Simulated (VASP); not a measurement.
# TaN (I4/mmm) in VASP: notebook, part 2 of 2

VASP 6.6.1. The steps go on from the part before.

## 4. Electric field gradients, PBEsol (zz strain of +2 %)

INCAR

```
SYSTEM = TaN
PREC = Accurate ; ENCUT = 520
EDIFF = 1E-8 ; ISMEAR = -1
SIGMA = 0.02 ; LREAL = .FALSE.
LASPH = .TRUE. ; NELM = 100
ALGO = Normal ; ISIF = 2
LWAVE = .FALSE. ; LCHARG = .FALSE.
GGA = PS ; LEFG = .TRUE.
NBANDS = 15
```

KPOINTS

```
regular mesh
0
G
  9 9 9
  0 0 0
```

POSCAR

```
TaN
1.0
    0.0000000000      2.1790000000      2.2225800000
    2.1790000000      0.0000000000      2.2225800000
    2.1790000000      2.1790000000      0.0000000000
Ta N
1 1
Direct
    0.5000000000      0.5000000000      0.5000000000
    0.0000000000      0.0000000000      0.0000000000
```

Potentials or basis: VASP PAW PBE potentials, release 64 (Ta_pv, N).

The run is started by

```console
$ cat potpaw_PBE.64/Ta_pv/POTCAR potpaw_PBE.64/N/POTCAR > POTCAR
$ mpirun -np 1 vasp_std > vasp.out
```

OUTCAR:

```text
SYSTEM = TaN
   PREC = Accurate
   ENCUT = 520
   EDIFF = 1E-8
   ISMEAR = -1
   LREAL = .FALSE.
   LASPH = .TRUE.
   NELM = 100
   ISIF = 2
   GGA = PS

 ion  position               nearest neighbor table
   1  0.500  0.500  0.500-   2 2.18   2 2.18   2 2.18   2 2.18   2 2.22   2 2.22
   2  0.000  0.000  0.000-   1 2.18   1 2.18   1 2.18   1 2.18   1 2.22   1 2.22

  LATTYP: Found a body centered tetragonal cell.
 ALAT       =     3.0815713524
 C/A-ratio  =     1.4424978336

  Lattice vectors:

 A1 = (  -2.1790000000,   0.0000000000,   2.2225800000)
 A2 = (   2.1790000000,   0.0000000000,   2.2225800000)
 A3 = (   0.0000000000,   2.1790000000,  -2.2225800000)

Analysis of symmetry for initial positions (statically):
=====================================================================
 Subroutine PRICEL returns:
 Original cell was already a primitive cell.

 Routine SETGRP: Setting up the symmetry group for a
 body centered tetragonal supercell.

 Subroutine GETGRP returns: Found 16 space group operations
 (whereof 16 operations were pure point group operations)
 out of a pool of 16 trial point group operations.

The static configuration has the point symmetry D_4h.

Analysis of symmetry for dynamics (positions and initial velocities):
=====================================================================
 Subroutine PRICEL returns:
 Original cell was already a primitive cell.

 Routine SETGRP: Setting up the symmetry group for a
 body centered tetragonal supercell.

 Subroutine GETGRP returns: Found 16 space group operations
 (whereof 16 operations were pure point group operations)
[... 578 lines left out ...]
      7       4.8601      2.00000
      8       4.8601      2.00000
      9      11.4950      0.00000
     10      12.9886      0.00000
     11      12.9886      0.00000
     12      13.9624      0.00000
     13      16.5091      0.00000
     14      18.6797      0.00000
     15      21.8574      0.00000

 [... further k-points ...]

------------------------ aborting loop because EDIFF is reached ----------------------------------------

  FORCE on cell =-STRESS in cart. coord.  units (eV):
  Direction    XX          YY          ZZ          XY          YZ          ZX
  --------------------------------------------------------------------------------------
  -------------------------------------------------------------------------------------
  Total        0.3858181      0.3858181     -1.3601283      0.0000000      0.0000000     -0.0000000
  in kB       29.2881095     29.2881095   -103.2496501      0.0000000      0.0000000     -0.0000000
  external PRESSURE =     -14.8911437 kB  Pullay stress =       0.0000000 kB

 VOLUME and BASIS-vectors are now :
 -----------------------------------------------------------------------------
  energy-cutoff  :      520.00
  volume of cell :       21.11
      direct lattice vectors                 reciprocal lattice vectors
     0.000000000  2.179000000  2.222580000    -0.229463056  0.229463056  0.224963781
     2.179000000  0.000000000  2.222580000     0.229463056 -0.229463056  0.224963781
     2.179000000  2.179000000  0.000000000     0.229463056  0.229463056 -0.224963781

 POSITION                                       TOTAL-FORCE (eV/Angst)
 -----------------------------------------------------------------------------------
      2.17900      2.17900      2.22258         0.000000     -0.000000      0.000000
      0.00000      0.00000      0.00000        -0.000000      0.000000      0.000000
 -----------------------------------------------------------------------------------
    total drift:                                0.000000     -0.000000     -0.000000

  FREE ENERGIE OF THE ION-ELECTRON SYSTEM (eV)
  ---------------------------------------------------
  free  energy   TOTEN  =       -23.2013232057 eV

  energy  without entropy=      -23.1993680770  energy(sigma->0) =      -23.20034564

 Electric field gradients (V/A^2)
---------------------------------------------------------------------
 ion       V_xx      V_yy      V_zz      V_xy      V_xz      V_yz
---------------------------------------------------------------------
   1     -43.099   -43.099    86.198     0.000    -0.000    -0.000
   2      -3.300    -3.300     6.599     0.000     0.000     0.000
---------------------------------------------------------------------

 Electric field gradients after diagonalization (V/A^2)
 (convention: |V_zz| > |V_xx| > |V_yy|)
----------------------------------------------------------------------
 ion       V_xx      V_yy      V_zz     asymmetry (V_yy - V_xx)/ V_zz
----------------------------------------------------------------------
   1     -43.099   -43.099    86.198       0.000
   2      -3.300    -3.299     6.599       0.000
----------------------------------------------------------------------

           NMR quadrupolar parameters

 Cq : quadrupolar parameter    Cq=e*Q*V_zz/h
 eta: asymmetry parameters     (V_yy - V_xx)/ V_zz
 Q  : nuclear electric quadrupole moment in mb (millibarn)
----------------------------------------------------------------------
 ion       Cq(MHz)       eta       Q (mb)
----------------------------------------------------------------------
   1       0.208       0.000       1.000
   2       0.016       0.000       1.000
----------------------------------------------------------------------
```

OSZICAR:

```text
N       E                     dE             d eps       ncg     rms          rms(c)
DAV:   1     0.877756715858E+02    0.87776E+02   -0.86836E+03  2250   0.113E+03
DAV:   2    -0.232884110029E+02   -0.11106E+03   -0.10430E+03  2824   0.302E+02
DAV:   3    -0.259768777839E+02   -0.26885E+01   -0.26665E+01  2488   0.437E+01
DAV:   4    -0.259878939159E+02   -0.11016E-01   -0.11014E-01  2950   0.296E+00
DAV:   5    -0.259879677632E+02   -0.73847E-04   -0.73846E-04  2531   0.215E-01    0.248E+01
DAV:   6    -0.233108896641E+02    0.26771E+01   -0.47992E+00  2765   0.251E+01    0.105E+01
DAV:   7    -0.232401068245E+02    0.70783E-01   -0.49244E-01  2649   0.571E+00    0.709E+00
DAV:   8    -0.232075143850E+02    0.32592E-01   -0.15107E-01  2600   0.320E+00    0.152E+00
DAV:   9    -0.232014997191E+02    0.60147E-02   -0.17646E-02  2523   0.107E+00    0.332E-01
DAV:  10    -0.232013632033E+02    0.13652E-03   -0.12676E-03  2691   0.379E-01    0.585E-02
DAV:  11    -0.232013236907E+02    0.39513E-04   -0.83490E-05  2496   0.107E-01    0.166E-02
DAV:  12    -0.232013233908E+02    0.29995E-06   -0.54543E-06  2593   0.221E-02    0.540E-03
DAV:  13    -0.232013232023E+02    0.18853E-06   -0.20342E-07  2712   0.419E-03    0.193E-03
DAV:  14    -0.232013232137E+02   -0.11394E-07   -0.12828E-08  1743   0.105E-03    0.541E-04
DAV:  15    -0.232013232057E+02    0.79413E-08   -0.12365E-09  1433   0.436E-04
   1 F= -.23201323E+02 E0= -.23200346E+02  d E =-.195513E-02
```

It took 18 s on 1 thread of Intel Xeon 6975P-C, shared host; peak memory 0.15 GiB.

What came out:

* Free energy: -23.2013 eV
* Pressure: -1.5 GPa
* Band gap on the k mesh: zero (band 8 reaches 11.03 eV, above the bottom of band 9 at 7.39 eV)

Stress tensor (GPa, compression positive):
```
  2.93   0.00   0.00
  0.00   2.93   0.00
  0.00   0.00 -10.32
```

Levels at points of the mesh, in eV from the Fermi level:
```
           k point  band 5  band 6  band 7  band 8  band 9  band 10  band 11  band 12
(0.00, 0.00, 0.00)   -3.76   -3.67   -3.67   -2.19   -1.95    -1.95    -0.08     0.28
```

Electric field gradients, principal values (V/Å²):
```tsv
atom	least	middle	greatest (by size)
1 Ta	-43.099	-43.099	86.198
2 N	-3.299	-3.300	6.599
```

Caveat: the cell differs from its parent crystal (zz strain of +2 %); without QUAD_EFG the Cq values of the log hold for a quadrupole moment of 1 mb, not for the nuclei; the PAW data sets were made with another functional, which shifts forces and pressure a little; spin-orbit coupling is left out, which moves the levels of the heavy elements.

## 5. Electric field gradients, PBEsol (zz strain of +2 %)

INCAR

```
  ALGO = Normal
  EDIFF = 1E-8
  ENCUT = 520
  GGA = PS
  ISIF = 2
  ISMEAR = -1
  LASPH = True
  LCHARG = False
  LEFG = True
  LREAL = False
  LWAVE = False
  NBANDS = 15
  NELM = 80
  PREC = Accurate
  SIGMA = 0.02
```

KPOINTS

```
k-points
0
Gamma
  9 9 9
```

POSCAR is that of step 4.

Potentials or basis: VASP PAW PBE potentials, release 64 (Ta_pv, N).

The run is started by

```console
$ cat potpaw_PBE.64/Ta_pv/POTCAR potpaw_PBE.64/N/POTCAR > POTCAR
$ mpirun -np 1 vasp_std > vasp.out
```

OUTCAR:

```text
EDIFF = 1E-8
   ENCUT = 520
   GGA = PS
   ISIF = 2
   ISMEAR = -1
   LASPH = True
   LREAL = False
   NELM = 80
   PREC = Accurate

 ion  position               nearest neighbor table
   1  0.500  0.500  0.500-   2 2.18   2 2.18   2 2.18   2 2.18   2 2.22   2 2.22
   2  0.000  0.000  0.000-   1 2.18   1 2.18   1 2.18   1 2.18   1 2.22   1 2.22

  LATTYP: Found a body centered tetragonal cell.
 ALAT       =     3.0815713524
 C/A-ratio  =     1.4424978336

  Lattice vectors:

 A1 = (  -2.1790000000,   0.0000000000,   2.2225800000)
 A2 = (   2.1790000000,   0.0000000000,   2.2225800000)
 A3 = (   0.0000000000,   2.1790000000,  -2.2225800000)

Analysis of symmetry for initial positions (statically):
=====================================================================
 Subroutine PRICEL returns:
 Original cell was already a primitive cell.

 Routine SETGRP: Setting up the symmetry group for a
 body centered tetragonal supercell.

 Subroutine GETGRP returns: Found 16 space group operations
 (whereof 16 operations were pure point group operations)
 out of a pool of 16 trial point group operations.

The static configuration has the point symmetry D_4h.

Analysis of symmetry for dynamics (positions and initial velocities):
=====================================================================
 Subroutine PRICEL returns:
 Original cell was already a primitive cell.

 Routine SETGRP: Setting up the symmetry group for a
 body centered tetragonal supercell.

 Subroutine GETGRP returns: Found 16 space group operations
 (whereof 16 operations were pure point group operations)
 out of a pool of 16 trial point group operations.

The dynamic configuration has the point symmetry D_4h.

 Subroutine INISYM returns: Found 16 space group operations
 (whereof 16 operations are pure point group operations),
 and found     1 'primitive' translations

----------------------------------------------------------------------------------------

                                     Primitive cell

  volume of cell :      21.1058

  direct lattice vectors                    reciprocal lattice vectors
     0.000000000  2.179000000  2.222580000    -0.229463056  0.229463056  0.224963781
     2.179000000  0.000000000  2.222580000     0.229463056 -0.229463056  0.224963781
     2.179000000  2.179000000  0.000000000     0.229463056  0.229463056 -0.224963781

  length of vectors
     3.112539615  3.112539615  3.081571352     0.394861104  0.394861104  0.394861104

  position of ions in fractional coordinates (direct lattice)
     0.500000000  0.500000000  0.500000000
     0.000000000  0.000000000  0.000000000

  ion indices of the primitive-cell ions
   primitive index   ion index
                 1           1
                 2           2

----------------------------------------------------------------------------------------

 KPOINTS: k-points

Automatic generation of k-mesh.
 Grid dimensions read from file:
 generate k-points for:    9    9    9

 Generating k-lattice:
[... 80 lines left out ...]
   IMIX   =      4    mixing-type and parameters
     AMIX     =   0.40;   BMIX     =  1.00
     AMIX_MAG =   1.60;   BMIX_MAG =  1.00
  volume/ion in A,a.u.               =      10.55        71.21
  Fermi-wavevector in a.u.,A,eV,Ry     =   1.492729  2.820848 30.317030  2.228239
  Thomas-Fermi vector in A             =   2.605220
   LORBIT       =      0    0 simple, 1 ext, 2 COOP (PROOUT), +10 PAW based schemes
   GGA     = PS    functional components
   LHFCALC =     F    Hartree Fock is set to
   AEXX    =    0.0000 exact exchange contribution
   IVDW    =     0    specifies the selected vdW correction
   LEPSILON=     F    determine dielectric tensor
   LRPA    =     F    only Hartree local field effects (RPA)
 non-spin polarized calculation
  energy-cutoff  :      520.00
  volume of cell :       21.11
 maximum number of plane-waves:       584
   NGX = 11   NGY = 11   NGZ = 11

 number of electron      16.0000002 magnetization

 Free energy of the ion-electron system (eV)
  ---------------------------------------------------
  ext. energy  EPLUGINS =         0.00000000
  ---------------------------------------------------
  free energy    TOTEN  =       -23.20132321 eV

  energy without entropy =      -23.19936808  energy(sigma->0) =      -23.20034564

 E-fermi :   9.3456     XC(G=0): -13.6300

 val. band max:        9.3412385906   @ k =  -0.4444   0.2222   0.1111
 cond. band min:       9.3670229345   @ k =   0.2222  -0.0000   0.1111
 fundamental gap:      0.0257843439
 Fermi energy:         9.3456062602

 k-point     1 :       0.0000    0.0000    0.0000
  band No.  band energies     occupation
      1     -26.2394      2.00000
      2     -26.2253      2.00000
      3     -26.2253      2.00000
      4      -9.4117      2.00000
      5       5.5857      2.00000
      6       5.6710      2.00000
      7       5.6710      2.00000
      8       7.1518      2.00000
      9       7.3948      2.00000
     10       7.3948      2.00000
     11       9.2683      1.95892
     12       9.6284      0.00000
     13      11.1545      0.00000
     14      18.8446      0.00000
[... 401 lines left out ...]
      2     -26.4937      2.00000
      3     -26.4937      2.00000
      4      -8.1136      2.00000
      5       2.4482      2.00000
      6       4.0036      2.00000
      7       4.8601      2.00000
      8       4.8601      2.00000
      9      11.4950      0.00000
     10      12.9886      0.00000
     11      12.9886      0.00000
     12      13.9624      0.00000
     13      16.5091      0.00000
     14      18.6797      0.00000
     15      21.8574      0.00000

 [... further k-points ...]

------------------------ aborting loop because EDIFF is reached ----------------------------------------

  FORCE on cell =-STRESS in cart. coord.  units (eV):
  Direction    XX          YY          ZZ          XY          YZ          ZX
  --------------------------------------------------------------------------------------
  -------------------------------------------------------------------------------------
  Total        0.3858181      0.3858181     -1.3601283      0.0000000      0.0000000     -0.0000000
  in kB       29.2881095     29.2881095   -103.2496501      0.0000000      0.0000000     -0.0000000
  external PRESSURE =     -14.8911437 kB  Pullay stress =       0.0000000 kB

 VOLUME and BASIS-vectors are now :
 -----------------------------------------------------------------------------
  energy-cutoff  :      520.00
  volume of cell :       21.11
      direct lattice vectors                 reciprocal lattice vectors
     0.000000000  2.179000000  2.222580000    -0.229463056  0.229463056  0.224963781
     2.179000000  0.000000000  2.222580000     0.229463056 -0.229463056  0.224963781
     2.179000000  2.179000000  0.000000000     0.229463056  0.229463056 -0.224963781

 POSITION                                       TOTAL-FORCE (eV/Angst)
 -----------------------------------------------------------------------------------
      2.17900      2.17900      2.22258         0.000000     -0.000000      0.000000
      0.00000      0.00000      0.00000        -0.000000      0.000000      0.000000
 -----------------------------------------------------------------------------------
    total drift:                                0.000000     -0.000000     -0.000000

  FREE ENERGIE OF THE ION-ELECTRON SYSTEM (eV)
  ---------------------------------------------------
  free  energy   TOTEN  =       -23.2013232057 eV

  energy  without entropy=      -23.1993680770  energy(sigma->0) =      -23.20034564

 Electric field gradients (V/A^2)
---------------------------------------------------------------------
 ion       V_xx      V_yy      V_zz      V_xy      V_xz      V_yz
---------------------------------------------------------------------
   1     -43.099   -43.099    86.198     0.000    -0.000    -0.000
   2      -3.300    -3.300     6.599     0.000     0.000     0.000
---------------------------------------------------------------------

 Electric field gradients after diagonalization (V/A^2)
 (convention: |V_zz| > |V_xx| > |V_yy|)
----------------------------------------------------------------------
 ion       V_xx      V_yy      V_zz     asymmetry (V_yy - V_xx)/ V_zz
----------------------------------------------------------------------
   1     -43.099   -43.099    86.198       0.000
   2      -3.300    -3.299     6.599       0.000
----------------------------------------------------------------------

           NMR quadrupolar parameters

 Cq : quadrupolar parameter    Cq=e*Q*V_zz/h
 eta: asymmetry parameters     (V_yy - V_xx)/ V_zz
 Q  : nuclear electric quadrupole moment in mb (millibarn)
----------------------------------------------------------------------
 ion       Cq(MHz)       eta       Q (mb)
----------------------------------------------------------------------
   1       0.208       0.000       1.000
   2       0.016       0.000       1.000
----------------------------------------------------------------------
```

stdout:

```text
POSCAR found type information on POSCAR TaN
 POSCAR found :  2 types and       2 ions
 scaLAPACK will be used
 -----------------------------------------------------------------------------
|                                                                             |
|                                                                             |
|     You enforced a specific xc type in the INCAR file but a different       |
|     I HOPE YOU KNOW WHAT YOU ARE DOING!                                     |
|                                                                             |
 -----------------------------------------------------------------------------

 LDA part: xc-table for (Slater+PW92), standard interpolation
 POSCAR, INCAR and KPOINTS ok, starting setup
 FFT: planning ... GRIDC
 FFT: planning ... GRID_SOFT
 FFT: planning ... GRID
 WAVECAR not read
 entering main loop
ion   1

ion   2
```

Wall time 19 s (1 thread of Intel Xeon 6975P-C, shared host); peak memory 0.16 GiB.

Results:

```
Free energy            : -23.2013 eV
Pressure               : -1.5 GPa
Band gap on the k mesh : zero (band 8 reaches 11.03 eV, above the bottom of band 9 at 7.39 eV)
```

Levels at points of the mesh, in eV from the Fermi level:
```tsv
k point	band 4	band 5	band 6	band 7	band 8	band 9	band 10	band 11	band 12	band 13
(0.00, 0.00, 0.00)	-18.76	-3.76	-3.67	-3.67	-2.19	-1.95	-1.95	-0.08	0.28	1.81
```

Electric field gradients, principal values (V/Å²):
```tsv
atom	least	middle	greatest (by size)
1 Ta	-43.099	-43.099	86.198
2 N	-3.299	-3.300	6.599
```

Caveat: the cell differs from its parent crystal (zz strain of +2 %); without QUAD_EFG the Cq values of the log hold for a quadrupole moment of 1 mb, not for the nuclei; the PAW data sets were made with another functional, which shifts forces and pressure a little; spin-orbit coupling is left out, which moves the levels of the heavy elements.
